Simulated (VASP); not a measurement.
# CdS (I-4m2) in VASP: further runs

The runs below take CdS through single point, with PBE, r2SCAN.

Program: VASP 6.6.1. These are calculated values, not measurements. Logs are shortened: lines on timing, memory, paths and dates and some standing lists are left out, and cuts for length are marked.

## 1. The cell of the first run

The structure is tetragonal, space group I-4m2 (No. 119). Conventional cell: a = 4.157 Å, b = 4.157 Å, c = 6.025 Å, α = 90.00°, β = 90.00°, γ = 90.00°. Cd (site symmetry -4m2) has 4 S at 2.57 Å within 3.4 Å. S (site symmetry -4m2) has 4 Cd at 2.57 Å within 3.4 Å.

## 2. Single point, PBE (uniaxial z strain +2.5%)

INCAR

```
PREC = Accurate ; ENCUT = 520
EDIFF = 1E-6 ; ISMEAR = -1
SIGMA = 0.02 ; LREAL = F
LASPH = T ; NELM = 100
ALGO = Normal ; ISIF = 2
LWAVE = F ; LCHARG = F
GGA = PE ; NBANDS = 16
```

KPOINTS

```
regular mesh
0
Gamma
  8 8 8
```

POSCAR

```
CdS
1.0
    0.0000000000      2.9392148365      3.0126952074
    2.9392148365      0.0000000000      3.0126952074
    2.9392148365      2.9392148365      0.0000000000
Cd S
1 1
Direct
    0.0000000000      0.0000000000      0.0000000000
    0.2500000000      0.2500000000      0.2500000000
```

Potentials or basis: VASP PAW PBE potentials, release 64 (Cd, S).

The run is started by

```
> cat potpaw_PBE.64/Cd/POTCAR potpaw_PBE.64/S/POTCAR > POTCAR
> mpirun -np 1 vasp_std > vasp.out
```

OUTCAR:

```text
PREC = Accurate
   ENCUT = 520
   EDIFF = 1E-6
   ISMEAR = -1
   LREAL = F
   LASPH = T
   NELM = 100
   ISIF = 2
   GGA = PE

 ion  position               nearest neighbor table
   1  0.000  0.000  0.000-   2 2.57   2 2.57   2 2.57   2 2.57
   2  0.250  0.250  0.250-   1 2.57   1 2.57   1 2.57   1 2.57

  LATTYP: Found a body centered tetragonal cell.
 ALAT       =     4.1566774845
 C/A-ratio  =     1.4495689014

  Lattice vectors:

 A1 = (  -2.9392148365,   0.0000000000,   3.0126952074)
 A2 = (   2.9392148365,   0.0000000000,   3.0126952074)
 A3 = (   0.0000000000,   2.9392148365,  -3.0126952074)

Analysis of symmetry for initial positions (statically):
=====================================================================
 Subroutine PRICEL returns:
 Original cell was already a primitive cell.

 Routine SETGRP: Setting up the symmetry group for a
 body centered tetragonal supercell.

 Subroutine GETGRP returns: Found  8 space group operations
 (whereof  8 operations were pure point group operations)
 out of a pool of 16 trial point group operations.

The static configuration has the point symmetry D_2d.

Analysis of symmetry for dynamics (positions and initial velocities):
=====================================================================
 Subroutine PRICEL returns:
 Original cell was already a primitive cell.

 Routine SETGRP: Setting up the symmetry group for a
 body centered tetragonal supercell.

 Subroutine GETGRP returns: Found  8 space group operations
 (whereof  8 operations were pure point group operations)
 out of a pool of 16 trial point group operations.

The dynamic configuration has the point symmetry D_2d.

 Subroutine INISYM returns: Found  8 space group operations
 (whereof  8 operations are pure point group operations),
 and found     1 'primitive' translations

----------------------------------------------------------------------------------------

                                     Primitive cell

  volume of cell :      52.0533

  direct lattice vectors                    reciprocal lattice vectors
     0.000000000  2.939214837  3.012695207    -0.170113458  0.170113458  0.165964349
     2.939214837  0.000000000  3.012695207     0.170113458 -0.170113458  0.165964349
     2.939214837  2.939214837  0.000000000     0.170113458  0.170113458 -0.165964349

  length of vectors
     4.208956672  4.208956672  4.156677485     0.292269298  0.292269298  0.292269298

  position of ions in fractional coordinates (direct lattice)
     0.000000000  0.000000000  0.000000000
     0.250000000  0.250000000  0.250000000

  ion indices of the primitive-cell ions
   primitive index   ion index
                 1           1
                 2           2

----------------------------------------------------------------------------------------

 KPOINTS: regular mesh

Automatic generation of k-mesh.
 Grid dimensions read from file:
 generate k-points for:    8    8    8

 Generating k-lattice:

  Cartesian coordinates                     Fractional coordinates (reciprocal lattice)
    -0.021264182  0.021264182  0.020745544     0.125000000 -0.000000000  0.000000000
     0.021264182 -0.021264182  0.020745544    -0.000000000  0.125000000  0.000000000
     0.021264182  0.021264182 -0.020745544     0.000000000  0.000000000  0.125000000

  Length of vectors
     0.036533662  0.036533662  0.036533662

  Shift w.r.t. Gamma in fractional coordinates (k-lattice)
     0.000000000  0.000000000  0.000000000

 Subroutine IBZKPT returns following result:
 ===========================================

 Found     59 irreducible k-points:

 Following reciprocal coordinates:
            Coordinates               Weight
  0.000000  0.000000  0.000000      1.000000
  0.125000  0.000000  0.000000      8.000000
  0.250000  0.000000  0.000000      8.000000
  0.375000  0.000000  0.000000      8.000000
  0.500000  0.000000  0.000000      4.000000
  0.125000  0.125000  0.000000      2.000000
[... 16 lines left out ...]
  0.250000  0.000000  0.125000     16.000000
  0.375000 -0.000000  0.125000     16.000000
 [... further k-points ...]
   k-points           NKPTS =     59   k-points in BZ     NKDIM =     59   number of bands    NBANDS=     16
   number of dos      NEDOS =    301   number of ions     NIONS =      2
   total plane-waves  NPLWV =  32768
   dimension x,y,z NGX =    32 NGY =   32 NGZ =   32
   dimension x,y,z NGXF=    64 NGYF=   64 NGZF=   64
   ions per type =               1   1
   NGX,Y,Z   is equivalent  to a cutoff of  12.64, 12.64, 12.80 a.u.
   NGXF,Y,Z  is equivalent  to a cutoff of  25.28, 25.28, 25.60 a.u.
 SYSTEM =  unknown system
   PREC   = accura    normal or accurate (medium, high low for compatibility)
   ISTART =      0    job   : 0-new  1-cont  2-samecut
   ICHARG =      2    charge: 1-file 2-atom 10-const
   ISPIN  =      1    spin polarized calculation?
   LNONCOLLINEAR =      F non collinear calculations
   LSORBIT =      F    spin-orbit coupling
   LASPH  =      T    aspherical Exc in radial PAW
   ENCUT  =  520.0 eV  38.22 Ry    6.18 a.u.   7.83  7.83  7.73*2*pi/ulx,y,z
   NELM   =    100;   NELMIN=  2; NELMDL= -5     # of ELM steps
   EDIFF  = 0.1E-05   stopping-criterion for ELM
   LREAL  =      F    real-space projection
   EDIFFG = 0.1E-04   stopping-criterion for IOM
   NSW    =      0    number of steps for IOM
   IBRION =     -1    ionic relax: 0-MD 1-quasi-New 2-CG
   NFREE  =      0    steps in history (QN), initial steepest desc. (CG)
   ISIF   =      2    stress and relaxation
   ISYM   =      2    0-nonsym 1-usesym 2-fastsym
   POTIM  = 0.5000    time-step for ionic-motion
   TEBEG  =    0.0;   TEEND  =   0.0 temperature during run
   PSTRESS=    0.0 pullay stress
   NELECT =      18.0000    total number of electrons
   NUPDOWN=      -1.0000    fix difference up-down
   EMIN   =  10.00;   EMAX   =-10.00  energy-range for DOS
   EFERMI =   0.00;   METHOD = LEGACY
   ISMEAR =    -1;   SIGMA  =   0.02  broadening in eV -4-tet -1-fermi 0-gaus
   EFERMI_NEDOS =   21; number of points for ismear=-14 and -15
   IALGO  =     38    algorithm
   IMIX   =      4    mixing-type and parameters
     AMIX     =   0.40;   BMIX     =  1.00
     AMIX_MAG =   1.60;   BMIX_MAG =  1.00
  volume/ion in A,a.u.               =      26.03       175.64
  Fermi-wavevector in a.u.,A,eV,Ry     =   1.149079  2.171444 17.964881  1.320381
  Thomas-Fermi vector in A             =   2.285750
   LORBIT       =      0    0 simple, 1 ext, 2 COOP (PROOUT), +10 PAW based schemes
   GGA     = PE    functional components
   LHFCALC =     F    Hartree Fock is set to
   AEXX    =    0.0000 exact exchange contribution
   IVDW    =     0    specifies the selected vdW correction
   LEPSILON=     F    determine dielectric tensor
   LRPA    =     F    only Hartree local field effects (RPA)
 non-spin polarized calculation
  energy-cutoff  :      520.00
  volume of cell :       52.05
 maximum number of plane-waves:      1418
   NGX = 15   NGY = 15   NGZ = 15

 number of electron      18.0000000 magnetization

 Free energy of the ion-electron system (eV)
  ---------------------------------------------------
  ext. energy  EPLUGINS =         0.00000000
  ---------------------------------------------------
  free energy    TOTEN  =        -6.14587857 eV

  energy without entropy =       -6.14587857  energy(sigma->0) =       -6.14587857

 E-fermi :   1.3486     XC(G=0):  -8.9275

 val. band max:        0.9395157331   @ k =   0.0000   0.0000   0.0000
 cond. band min:       1.9566336509   @ k =   0.0000   0.0000   0.0000
 fundamental gap:      1.0171179178
 Fermi energy:         1.3486097967

 k-point     1 :       0.0000    0.0000    0.0000
  band No.  band energies     occupation
      1     -11.1704      2.00000
      2      -6.6612      2.00000
      3      -6.6466      2.00000
      4      -6.6466      2.00000
      5      -6.2389      2.00000
      6      -6.2316      2.00000
[... 8 lines left out ...]
     15      12.2014      0.00000
     16      12.4865      0.00000

 k-point     2 :       0.1250    0.0000    0.0000
  band No.  band energies     occupation
      1     -11.1146      2.00000
      2      -6.6378      2.00000
      3      -6.6268      2.00000
      4      -6.5989      2.00000
      5      -6.2387      2.00000
      6      -6.2333      2.00000
[... 8 lines left out ...]
     15      11.8694      0.00000
     16      12.7229      0.00000

 k-point     3 :       0.2500    0.0000    0.0000
  band No.  band energies     occupation
      1     -10.9791      2.00000
      2      -6.5948      2.00000
      3      -6.5834      2.00000
      4      -6.4213      2.00000
      5      -6.2312      2.00000
      6      -6.2308      2.00000
[... 8 lines left out ...]
     15      11.5649      0.00000
     16      12.1589      0.00000

 k-point     4 :       0.3750    0.0000    0.0000
  band No.  band energies     occupation
      1     -10.8439      2.00000
      2      -6.5629      2.00000
      3      -6.5492      2.00000
      4      -6.2173      2.00000
      5      -6.2119      2.00000
      6      -6.1072      2.00000
[... 8 lines left out ...]
     15      12.3098      0.00000
     16      12.3728      0.00000
[... 324 lines left out ...]
 k-point    22 :       0.1250    0.0000    0.1250
  band No.  band energies     occupation
      1     -11.0952      2.00000
      2      -6.6221      2.00000
      3      -6.6079      2.00000
      4      -6.6036      2.00000
      5      -6.2466      2.00000
      6      -6.2255      2.00000
[... 8 lines left out ...]
     15      12.3166      0.00000
     16      13.3192      0.00000

 k-point    23 :       0.2500    0.0000    0.1250
  band No.  band energies     occupation
      1     -10.9860      2.00000
      2      -6.5864      2.00000
      3      -6.5672      2.00000
      4      -6.4789      2.00000
      5      -6.2474      2.00000
      6      -6.2136      2.00000
[... 8 lines left out ...]
     15      12.2388      0.00000
     16      13.4738      0.00000

 k-point    24 :       0.3750   -0.0000    0.1250
  band No.  band energies     occupation
      1     -10.8515      2.00000
      2      -6.5519      2.00000
      3      -6.5292      2.00000
      4      -6.2979      2.00000
      5      -6.2011      2.00000
      6      -6.1382      2.00000
[... 8 lines left out ...]
     15      12.7525      0.00000
     16      13.0279      0.00000

 [... further k-points ...]

------------------------ aborting loop because EDIFF is reached ----------------------------------------

  FORCE on cell =-STRESS in cart. coord.  units (eV):
  Direction    XX          YY          ZZ          XY          YZ          ZX
  --------------------------------------------------------------------------------------
  -------------------------------------------------------------------------------------
  Total        0.1405703      0.1405703     -0.0228602      0.0000000      0.0000000     -0.0000000
  in kB        4.3266960      4.3266960     -0.7036277      0.0000000      0.0000000     -0.0000000
  external PRESSURE =       2.6499214 kB  Pullay stress =       0.0000000 kB

 VOLUME and BASIS-vectors are now :
 -----------------------------------------------------------------------------
  energy-cutoff  :      520.00
  volume of cell :       52.05
      direct lattice vectors                 reciprocal lattice vectors
     0.000000000  2.939214837  3.012695207    -0.170113458  0.170113458  0.165964349
     2.939214837  0.000000000  3.012695207     0.170113458 -0.170113458  0.165964349
     2.939214837  2.939214837  0.000000000     0.170113458  0.170113458 -0.165964349

 POSITION                                       TOTAL-FORCE (eV/Angst)
 -----------------------------------------------------------------------------------
      0.00000      0.00000      0.00000        -0.000000     -0.000000     -0.000000
      1.46961      1.46961      1.50635         0.000000      0.000000      0.000000
 -----------------------------------------------------------------------------------
    total drift:                               -0.000000     -0.000000     -0.000001

  FREE ENERGIE OF THE ION-ELECTRON SYSTEM (eV)
  ---------------------------------------------------
  free  energy   TOTEN  =        -6.1458785704 eV

  energy  without entropy=       -6.1458785704  energy(sigma->0) =       -6.14587857
```

Wall time 20 s (1 thread of Intel Xeon Platinum 8559C (Emerald Rapids), shared host); peak memory 0.2 GiB.

Results:

```
Free energy            : -6.1459 eV
Pressure               : 0.3 GPa
Band gap on the k mesh : 1.02 eV, direct
```

Stress tensor (GPa, compression positive):
```
 0.43  0.00  0.00
 0.00  0.43  0.00
 0.00  0.00 -0.07
```

Caveat: the cell differs from its parent crystal (uniaxial z strain +2.5%).

## 3. Single point, r2SCAN (uniaxial x strain +1.5%)

POSCAR

```
CdS
1.0
    0.0000000000      2.9392148365      2.9392148365
    2.9833030590      0.0000000000      2.9392148365
    2.9833030590      2.9392148365      0.0000000000
Cd S
1 1
Direct
    0.0000000000      0.0000000000      0.0000000000
    0.2500000000      0.2500000000      0.2500000000
```

INCAR.step1

```
PREC = Accurate ; ENCUT = 520
ISMEAR = 0 ; SIGMA = 0.01
LREAL = False ; LASPH = True
NELM = 100 ; NBANDS = 16
GGA = PE ; ALGO = Normal
EDIFF = 1E-4 ; LWAVE = True
LCHARG = False
```

INCAR.step2

```
PREC = Accurate ; ENCUT = 520
EDIFF = 1E-6 ; ISMEAR = 0
SIGMA = 0.01 ; LREAL = False
LASPH = True ; NELM = 100
ALGO = Normal ; ISIF = 2
LWAVE = False ; LCHARG = False
METAGGA = R2SCAN ; LMIXTAU = True
NBANDS = 16 ; ISTART = 1
```

KPOINTS

```
Automatic mesh
0
Gamma
  8 8 8
```

Potentials or basis: VASP PAW PBE potentials, release 64 (Cd, S).

The run is started by

```
> cat potpaw_PBE.64/Cd/POTCAR potpaw_PBE.64/S/POTCAR > POTCAR
> cp INCAR.step1 INCAR
> mpirun -np 1 vasp_std > vasp.out
> cp INCAR.step2 INCAR
> mpirun -np 1 vasp_std > vasp.out
```

Run time: 78 s. Hardware: 1 thread of Intel Xeon Platinum 8559C (Emerald Rapids), shared host; peak memory 0.21 GiB.

The run converged. Its results:

```yaml
Free_energy: -29.6848 eV
Pressure: -0.6 GPa
Band_gap_on_the_k_mesh: 1.49 eV, direct
```

Stress tensor (GPa, compression positive):
```
-0.81  0.00  0.00
 0.00 -0.51  0.00
 0.00  0.00 -0.51
```

Levels at points of the mesh, in eV from the valence-band top:
| k point | band 7 | band 8 | band 9 | band 10 | band 11 | band 12 |
| --- | --- | --- | --- | --- | --- | --- |
| (0.00, 0.00, 0.00) | -0.05 | 0.00 | 0.00 | 1.49 | 7.07 | 7.07 |
| (0.50, 0.00, 0.00) | -4.25 | -0.76 | -0.70 | 3.40 | 7.41 | 7.52 |
| (0.50, 0.50, 0.00) | -3.79 | -1.84 | -1.81 | 3.87 | 4.65 | 9.65 |
| (0.00, 0.50, 0.50) | -3.88 | -1.77 | -1.77 | 3.92 | 4.78 | 9.50 |

Caveat: the cell differs from its parent crystal (uniaxial x strain +1.5%); the PAW data sets were made with another functional, which shifts forces and pressure a little.
